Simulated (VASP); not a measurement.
## Ga2As: relaxation of cell and atoms with PBE

Ga2As:

```xyz
6
Lattice="5.7194 0.0000 0.0000 0.0000 5.7194 0.0000 0.0000 0.0000 5.7194" Properties=species:S:1:pos:R:3 pbc="T T T"
Ga    1.4298    1.4298    1.4298
Ga    1.4298    4.2895    4.2895
Ga    4.2895    4.2895    1.4298
Ga    4.2895    1.4298    4.2895
As    0.0000    0.0000    0.0000
As    2.8597    2.8597    2.8597
```

The cell was generated, and may not be a known phase.

| Item | Value |
| --- | --- |
| Program | VASP 6.6.1 |
| Task | relaxation of cell and atoms |
| Functional | PBE |
| Potentials or basis | VASP PAW PBE potentials, release 64 (Ga_d, As) |
| Cutoff | 600 eV |
| k mesh | 8 × 8 × 8 |
| Occupations | gaussian, width 0.1 eV |
| Spin | no spin polarisation |
| Dipole correction | no |
| Further INCAR settings | ALGO = Fast; EDIFF = 1e-06; IBRION = 2; EDIFFG = -0.01; NSW = 100; ISIF = 3 |

```
Relaxed volume                        : 31.81 Å³/atom
Relaxed cell                          : a = 5.757 Å, b = 5.757 Å, c = 5.757 Å, α = 90.00°, β = 90.00°, γ = 90.00°
Space group after relaxing (to 0.1 Å) : Pn-3m (No. 224)
Energy gained by relaxing             : 0.7 meV/atom
Ionic steps                           : 3
Pressure after relaxing               : 0.0 GPa
Band gap on the k mesh                : zero (bands 31 and 32 overlap by 1.07 eV)
```

Step by step:
| step | energy change (eV) | largest force (eV/Å) | pressure (GPa) | volume (Å³) |
| --- | --- | --- | --- | --- |
| 1 | 0.0000 | 0.0000 | 0.41 | 187.09 |
| 2 | -0.0036 | 0.0000 | 0.17 | 189.26 |
| 3 | -0.0043 | 0.0000 | 0.00 | 190.84 |

Final structure:
```cif
data_structure
_symmetry_space_group_name_H-M 'P 1'
_symmetry_Int_Tables_number 1
_cell_length_a 5.7574
_cell_length_b 5.7574
_cell_length_c 5.7574
_cell_angle_alpha 90.000
_cell_angle_beta 90.000
_cell_angle_gamma 90.000
_cell_volume 190.84
loop_
_atom_site_label
_atom_site_type_symbol
_atom_site_fract_x
_atom_site_fract_y
_atom_site_fract_z
_atom_site_occupancy
Ga1 Ga 0.25000 0.25000 0.25000 1
Ga2 Ga 0.25000 0.75000 0.75000 1
Ga3 Ga 0.75000 0.75000 0.25000 1
Ga4 Ga 0.75000 0.25000 0.75000 1
As1 As 0.00000 0.00000 0.00000 1
As2 As 0.50000 0.50000 0.50000 1
```

Levels at points of the mesh, in eV from the Fermi level:
| k point | band 29 | band 30 | band 31 | band 32 | band 33 | band 34 |
| --- | --- | --- | --- | --- | --- | --- |
| (0.00, 0.00, 0.00) | -3.29 | -1.08 | -1.08 | 1.20 | 1.20 | 1.20 |
| (0.50, 0.00, 0.00) | -0.16 | -0.16 | 0.00 | 0.00 | 0.54 | 0.54 |
| (0.50, 0.50, 0.00) | -1.52 | -1.52 | -0.61 | -0.61 | 2.29 | 2.29 |
| (0.50, 0.50, 0.50) | -1.68 | 0.46 | 0.46 | 0.46 | 1.34 | 1.34 |

It took 18 min on 1 thread of Oxide Virtual Turin-like Processor (shared host), peak memory 0.47 GiB.
